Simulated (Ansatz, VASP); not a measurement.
**HfC: VASP beside Ansatz**

```
Hf C
1.0
     0.00000    2.25525    2.39475
     2.25525    0.00000    2.39475
     2.25525    2.25525    0.00000
Hf C
1 1
Direct
  0.50000 0.50000 0.50000
  0.00000 0.00000 0.00000
```

Change from the starting cell: strain -0.030 along x and y, +0.030 along z, atoms carried along.

Alike in both runs: task single point; functional PBE; k mesh 18 × 18 × 18; occupations gaussian, width 0.15 eV; no spin polarisation.

|  | VASP | Ansatz |
| --- | --- | --- |
| version | VASP 6.6.1 | Ansatz 0.2.0 |
| potentials or method | VASP PAW PBE potentials, release 64 (Hf_pv, C), cutoff 520 eV | scalar-relativistic, plane waves, PAW |
| valence electrons in the cell | 14 | 30 |

VASP gave:

- gap on the k mesh at the Fermi level (eV): none
- pressure (GPa): 9.3
- traceless stress, the component that is largest in VASP (GPa): -17.20

Task: Estimate Ansatz's values.

Result: gap on the k mesh at the Fermi level (eV): none; pressure (GPa): 9.8; traceless stress, the component that is largest in VASP (GPa): -16.97.

A gap of «none» marks a metal or a gap that the smearing closes. With one functional, cell and mesh, what is left measures potentials, basis and numerics. VASP's potentials hold 14 valence electrons a cell and Ansatz's 30, so a difference there can come from the potentials and not from the codes.

Spin-orbit coupling is off throughout.
